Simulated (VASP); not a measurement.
Runs of VASP 6.6.1 on Ir. The structure is that of space group Im-3m (No. 229), or close to it. The cells are those of the table. This isn't the form of Ir at room conditions, which is fcc.

```tsv
cell	gap on the mesh (eV)	pressure (GPa)
a = 2.540 Å, angles 109.5°, 1 atom	none	67.2
a = 2.440 Å, angles 109.5°, 1 atom	none	170.4
a = 2.331 Å, angles 109.5°, 1 atom	none	(a)
a = 2.651 Å, angles 109.5°, 1 atom	none	2.2
```

Alike in all rows: task single point; level LDA; potentials or basis VASP PAW LDA potentials, release 64 (Ir); no spin polarisation; k mesh 20 × 20 × 20; cutoff (eV) 520; smearing fermi-dirac 0.08 eV.

Problem. Fill in the values left out.

Solution. (a) 361.0.

Caveats: spin-orbit coupling is left out, which moves the levels of the heavy elements; the cell stands under pressure (at least some runs).

A k mesh can miss the band edges, and the runs leave out spin-orbit coupling on Ir.

A gap of «none» marks levels without a gap at the run's occupations.
